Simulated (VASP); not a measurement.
# CdTe (F-43m) in VASP: settings compared

Aim: see how the results for CdTe move with the level of theory and the settings. Levels: PBE, PBEsol. Tasks: relaxation of cell and atoms.

Everything below comes from runs of VASP 6.6.1. Logs are shortened: lines on timing, memory, paths and dates and some standing lists are left out, and cuts for length are marked.

## (1) The cell of the first run

Symmetry: F-43m, No. 216, cubic system. Conventional cell: a = 6.410 Å, b = 6.410 Å, c = 6.410 Å, α = 90.00°, β = 90.00°, γ = 90.00°. Within 3.7 Å of Cd (site symmetry -43m) lie 4 Te at 2.78 Å. Within 3.7 Å of Te (site symmetry -43m) lie 4 Cd at 2.78 Å.

## (2) Relaxation of cell and atoms, PBE

Contents of INCAR:

```
ALGO = Normal
EDIFF = 1E-7
EDIFFG = -0.02
ENCUT = 600
GGA = PE
IBRION = 2
ISIF = 3
ISMEAR = 0
LASPH = True
LCHARG = False
LREAL = False
LWAVE = False
NELM = 60
NSW = 50
PREC = Accurate
SIGMA = 0.01
```

Contents of KPOINTS:

```
k-points
0
Gamma
  6 6 6
```

Contents of POSCAR:

```
CdTe
1.0
    4.5325540000      0.0000000000      0.0000000000
    2.2662770000      3.9253069080      0.0000000000
    2.2662770000      1.3084356360      3.7008148439
Cd Te
1 1
Direct
    0.0000000000      0.0000000000      0.0000000000
    0.2500000000      0.2500000000      0.2500000000
```

Potentials or basis: VASP PAW PBE potentials, release 64 (Cd, Te).

The run is started by

```sh
$ cat potpaw_PBE.64/Cd/POTCAR potpaw_PBE.64/Te/POTCAR > POTCAR
$ mpirun -np 1 vasp_std > vasp.out
```

OUTCAR:

```text
EDIFF = 1E-7
   EDIFFG = -0.02
   ENCUT = 600
   GGA = PE
   IBRION = 2
   ISIF = 3
   ISMEAR = 0
   LASPH = True
   LREAL = False
   NELM = 60
   NSW = 50
   PREC = Accurate

 ion  position               nearest neighbor table
   1  0.000  0.000  0.000-   2 2.78   2 2.78   2 2.78   2 2.78
   2  0.250  0.250  0.250-   1 2.78   1 2.78   1 2.78   1 2.78

  LATTYP: Found a face centered cubic cell.
 ALAT       =     6.4099993390

  Lattice vectors:

 A1 = (   4.5325540000,   0.0000000000,   0.0000000000)
 A2 = (   2.2662770000,   3.9253069080,   0.0000000000)
 A3 = (   2.2662770000,   1.3084356360,   3.7008148439)

Analysis of symmetry for initial positions (statically):
=====================================================================
 Subroutine PRICEL returns:
 Original cell was already a primitive cell.

 Routine SETGRP: Setting up the symmetry group for a
 face centered cubic supercell.

 Subroutine GETGRP returns: Found 24 space group operations
 (whereof 24 operations were pure point group operations)
 out of a pool of 48 trial point group operations.

The static configuration has the point symmetry T_d .

Analysis of symmetry for dynamics (positions and initial velocities):
=====================================================================
 Subroutine PRICEL returns:
 Original cell was already a primitive cell.

 Routine SETGRP: Setting up the symmetry group for a
 face centered cubic supercell.

 Subroutine GETGRP returns: Found 24 space group operations
 (whereof 24 operations were pure point group operations)
 out of a pool of 48 trial point group operations.

The dynamic configuration has the point symmetry T_d .

 Subroutine INISYM returns: Found 24 space group operations
 (whereof 24 operations are pure point group operations),
 and found     1 'primitive' translations

----------------------------------------------------------------------------------------

                                     Primitive cell

  volume of cell :      65.8437

  direct lattice vectors                    reciprocal lattice vectors
     4.532554000  0.000000000  0.000000000     0.220626164 -0.127378575 -0.090070254
     2.266277000  3.925306908  0.000000000     0.000000000  0.254757150 -0.090070254
     2.266277000  1.308435636  3.700814844     0.000000000  0.000000000  0.270210762

  length of vectors
     4.532554000  4.532554000  4.532554000     0.270210762  0.270210762  0.270210762

  position of ions in fractional coordinates (direct lattice)
     0.000000000  0.000000000  0.000000000
     0.250000000  0.250000000  0.250000000

  ion indices of the primitive-cell ions
   primitive index   ion index
                 1           1
                 2           2

----------------------------------------------------------------------------------------

 KPOINTS: k-points

Automatic generation of k-mesh.
 Grid dimensions read from file:
 generate k-points for:    6    6    6

 Generating k-lattice:

  Cartesian coordinates                     Fractional coordinates (reciprocal lattice)
     0.036771027 -0.021229762 -0.015011709     0.166666667  0.000000000 -0.000000000
     0.000000000  0.042459525 -0.015011709     0.000000000  0.166666667 -0.000000000
     0.000000000  0.000000000  0.045035127     0.000000000  0.000000000  0.166666667

  Length of vectors
     0.045035127  0.045035127  0.045035127

  Shift w.r.t. Gamma in fractional coordinates (k-lattice)
     0.000000000  0.000000000  0.000000000

 Subroutine IBZKPT returns following result:
 ===========================================

 Found     16 irreducible k-points:

 Following reciprocal coordinates:
            Coordinates               Weight
  0.000000  0.000000  0.000000      1.000000
  0.166667  0.000000  0.000000      8.000000
  0.333333  0.000000  0.000000      8.000000
  0.500000  0.000000  0.000000      4.000000
  0.166667  0.166667  0.000000      6.000000
  0.333333  0.166667  0.000000     24.000000
[... 8 lines left out ...]
 -0.333333  0.333333  0.166667     24.000000
 -0.333333  0.500000  0.166667     12.000000
   k-points           NKPTS =     16   k-points in BZ     NKDIM =     16   number of bands    NBANDS=     13
   number of dos      NEDOS =    301   number of ions     NIONS =      2
   total plane-waves  NPLWV =  46656
   dimension x,y,z NGX =    36 NGY =   36 NGZ =   36
   dimension x,y,z NGXF=    72 NGYF=   72 NGZF=   72
   ions per type =               1   1
   NGX,Y,Z   is equivalent  to a cutoff of  13.20, 13.20, 13.20 a.u.
   NGXF,Y,Z  is equivalent  to a cutoff of  26.41, 26.41, 26.41 a.u.
 SYSTEM =  unknown system
   PREC   = accura    normal or accurate (medium, high low for compatibility)
   ISTART =      0    job   : 0-new  1-cont  2-samecut
   ICHARG =      2    charge: 1-file 2-atom 10-const
   ISPIN  =      1    spin polarized calculation?
   LNONCOLLINEAR =      F non collinear calculations
   LSORBIT =      F    spin-orbit coupling
   LASPH  =      T    aspherical Exc in radial PAW
   ENCUT  =  600.0 eV  44.10 Ry    6.64 a.u.   9.05  9.05  9.05*2*pi/ulx,y,z
   NELM   =     60;   NELMIN=  2; NELMDL= -5     # of ELM steps
   EDIFF  = 0.1E-06   stopping-criterion for ELM
   LREAL  =      F    real-space projection
   EDIFFG = -.2E-01   stopping-criterion for IOM
   NSW    =     50    number of steps for IOM
   IBRION =      2    ionic relax: 0-MD 1-quasi-New 2-CG
   NFREE  =      1    steps in history (QN), initial steepest desc. (CG)
   ISIF   =      3    stress and relaxation
   ISYM   =      2    0-nonsym 1-usesym 2-fastsym
   POTIM  = 0.5000    time-step for ionic-motion
   TEBEG  =    0.0;   TEEND  =   0.0 temperature during run
   PSTRESS=    0.0 pullay stress
   NELECT =      18.0000    total number of electrons
   NUPDOWN=      -1.0000    fix difference up-down
   EMIN   =  10.00;   EMAX   =-10.00  energy-range for DOS
   EFERMI =   0.00;   METHOD = LEGACY
   ISMEAR =     0;   SIGMA  =   0.01  broadening in eV -4-tet -1-fermi 0-gaus
   EFERMI_NEDOS =   21; number of points for ismear=-14 and -15
   IALGO  =     38    algorithm
   IMIX   =      4    mixing-type and parameters
     AMIX     =   0.40;   BMIX     =  1.00
     AMIX_MAG =   1.60;   BMIX_MAG =  1.00
  volume/ion in A,a.u.               =      32.92       222.17
  Fermi-wavevector in a.u.,A,eV,Ry     =   1.062497  2.007828 15.359613  1.128900
  Thomas-Fermi vector in A             =   2.197950
   LORBIT       =      0    0 simple, 1 ext, 2 COOP (PROOUT), +10 PAW based schemes
   GGA     = PE    functional components
   LHFCALC =     F    Hartree Fock is set to
   AEXX    =    0.0000 exact exchange contribution
   IVDW    =     0    specifies the selected vdW correction
   LEPSILON=     F    determine dielectric tensor
   LRPA    =     F    only Hartree local field effects (RPA)
 conjugate gradient relaxation of ions
 non-spin polarized calculation
 Gauss-broadening in eV      SIGMA  =   0.01
  energy-cutoff  :      600.00
  volume of cell :       65.84
 maximum number of plane-waves:      2215
   NGX = 19   NGY = 19   NGZ = 19

--------------------------------------- Ionic step        1  -------------------------------------------

 number of electron      17.9999995 magnetization

 Free energy of the ion-electron system (eV)
  ---------------------------------------------------
  ext. energy  EPLUGINS =         0.00000000
  ---------------------------------------------------
  free energy    TOTEN  =        -4.72081524 eV

  energy without entropy =       -4.72081524  energy(sigma->0) =       -4.72081524

------------------------ aborting loop because EDIFF is reached ----------------------------------------

  FORCE on cell =-STRESS in cart. coord.  units (eV):
  Direction    XX          YY          ZZ          XY          YZ          ZX
  --------------------------------------------------------------------------------------
  -------------------------------------------------------------------------------------
  Total        1.7963512      1.7963512      1.7963512      0.0000000      0.0000000      0.0000000
  in kB       43.7107103     43.7107103     43.7107103      0.0000000      0.0000000      0.0000000
  external PRESSURE =      43.7107103 kB  Pullay stress =       0.0000000 kB

 VOLUME and BASIS-vectors are now :
 -----------------------------------------------------------------------------
  energy-cutoff  :      600.00
  volume of cell :       65.84
      direct lattice vectors                 reciprocal lattice vectors
     4.532554000  0.000000000  0.000000000     0.220626164 -0.127378575 -0.090070254
     2.266277000  3.925306908  0.000000000     0.000000000  0.254757150 -0.090070254
     2.266277000  1.308435636  3.700814844     0.000000000  0.000000000  0.270210762

 POSITION                                       TOTAL-FORCE (eV/Angst)
 -----------------------------------------------------------------------------------
      0.00000      0.00000      0.00000        -0.000000      0.000000     -0.000000
      2.26628      1.30844      0.92520         0.000000     -0.000000      0.000000
 -----------------------------------------------------------------------------------
    total drift:                               -0.000000     -0.000000     -0.000000

  FREE ENERGIE OF THE ION-ELECTRON SYSTEM (eV)
  ---------------------------------------------------
  free  energy   TOTEN  =        -4.7208152362 eV
[... 17 lines left out ...]
 VOLUME and BASIS-vectors are now :
 -----------------------------------------------------------------------------
  energy-cutoff  :      600.00
  volume of cell :       74.78
      direct lattice vectors                 reciprocal lattice vectors
     4.728951262  0.000000000  0.000000000     0.211463376 -0.122088437 -0.086329562
     2.364475631  4.095391926 -0.000000000    -0.000000000  0.244176874 -0.086329562
     2.364475631  1.365130642  3.861172537    -0.000000000  0.000000000  0.258988686

 POSITION                                       TOTAL-FORCE (eV/Angst)
 -----------------------------------------------------------------------------------
      7.09343      1.36513      3.86117         0.000000     -0.000000     -0.000000
      2.36448      1.36513      0.96529        -0.000000      0.000000      0.000000
 -----------------------------------------------------------------------------------
    total drift:                               -0.000001     -0.000000     -0.000000

  FREE ENERGIE OF THE ION-ELECTRON SYSTEM (eV)
  ---------------------------------------------------
  free  energy   TOTEN  =        -4.7990681901 eV

  energy  without entropy=       -4.7990681901  energy(sigma->0) =       -4.79906819

--------------------------------------- Ionic step        3  -------------------------------------------

 number of electron      18.0000006 magnetization

 Free energy of the ion-electron system (eV)
  ---------------------------------------------------
  ext. energy  EPLUGINS =         0.00000000
  ---------------------------------------------------
  free energy    TOTEN  =        -4.80541463 eV

  energy without entropy =       -4.80541463  energy(sigma->0) =       -4.80541463

 E-fermi :   1.8682     XC(G=0):  -8.2974

 val. band max:        1.7823520744   @ k =   0.0000   0.0000   0.0000
 cond. band min:       2.3567040313   @ k =   0.0000   0.0000   0.0000
 fundamental gap:      0.5743519569
 Fermi energy:         1.8681685993

 k-point     1 :       0.0000    0.0000    0.0000
  band No.  band energies     occupation
      1      -9.0396      2.00000
      2      -6.3061      2.00000
      3      -6.3061      2.00000
      4      -6.3061      2.00000
      5      -6.0911      2.00000
      6      -6.0911      2.00000
      7       1.7824      2.00000
      8       1.7824      2.00000
      9       1.7824      2.00000
     10       2.3567      0.00000
     11       6.4198      0.00000
     12       6.4198      0.00000
     13       6.4198      0.00000

 k-point     2 :       0.1667    0.0000    0.0000
  band No.  band energies     occupation
      1      -8.9543      2.00000
      2      -6.2908      2.00000
      3      -6.2908      2.00000
      4      -6.2292      2.00000
      5      -6.0919      2.00000
      6      -6.0919      2.00000
      7       0.1240      2.00000
      8       1.5835      2.00000
      9       1.5835      2.00000
     10       3.4796      0.00000
     11       6.4774      0.00000
     12       6.7295      0.00000
     13       6.7295      0.00000
[... 235 lines left out ...]
 VOLUME and BASIS-vectors are now :
 -----------------------------------------------------------------------------
  energy-cutoff  :      600.00
  volume of cell :       72.63
      direct lattice vectors                 reciprocal lattice vectors
     4.683220105  0.000000000  0.000000000     0.213528294 -0.123280618 -0.087172561
     2.341610052  4.055787582 -0.000000000    -0.000000000  0.246561236 -0.087172561
     2.341610052  1.351929194  3.823833203    -0.000000000  0.000000000  0.261517683

 POSITION                                       TOTAL-FORCE (eV/Angst)
 -----------------------------------------------------------------------------------
      0.00000      0.00000     -0.00000         0.000000      0.000000     -0.000000
      2.34161      1.35193      0.95596        -0.000000     -0.000000      0.000000
 -----------------------------------------------------------------------------------
    total drift:                               -0.000001     -0.000000     -0.000000

  FREE ENERGIE OF THE ION-ELECTRON SYSTEM (eV)
  ---------------------------------------------------
  free  energy   TOTEN  =        -4.8054146253 eV

  energy  without entropy=       -4.8054146253  energy(sigma->0) =       -4.80541463

 reached required accuracy - stopping structural energy minimisation
```

Wall time 38 s (1 thread of Intel Xeon 6975P-C, shared host); peak memory 0.22 GiB.

Results:

```
Free energy                            : -4.8054 eV
Relaxed volume                         : 36.32 Å³/atom
Relaxed cell                           : a = 4.683 Å, b = 4.683 Å, c = 4.683 Å, α = 60.00°, β = 60.00°, γ = 60.00°
Space group after relaxing (to 0.05 Å) : F-43m (No. 216)
Energy gained by relaxing              : 42.3 meV/atom
Ionic steps                            : 3
Pressure after relaxing                : 0.0 GPa
Band gap on the k mesh                 : 0.57 eV, direct
```

The path:
| step | energy change (eV) | largest force (eV/Å) | pressure (GPa) | volume (Å³) |
| --- | --- | --- | --- | --- |
| 1 | 0.0000 | 0.0000 | 4.37 | 65.84 |
| 2 | -0.0783 | 0.0000 | -0.93 | 74.78 |
| 3 | -0.0846 | 0.0000 | 0.02 | 72.63 |

Final structure:
```
Cd Te
1.0
     4.68322    0.00000    0.00000
     2.34161    4.05579    0.00000
     2.34161    1.35193    3.82383
Cd Te
1 1
Direct
  0.00000 0.00000 0.00000
  0.25000 0.25000 0.25000
```

Caveat: spin-orbit coupling is left out, which moves the levels of the heavy elements; the volume moved by +10 % from the deposited cell, more than functionals usually miss. Zero-point motion and thermal expansion aren't in these numbers.

(Continued in part 2 of 2.)
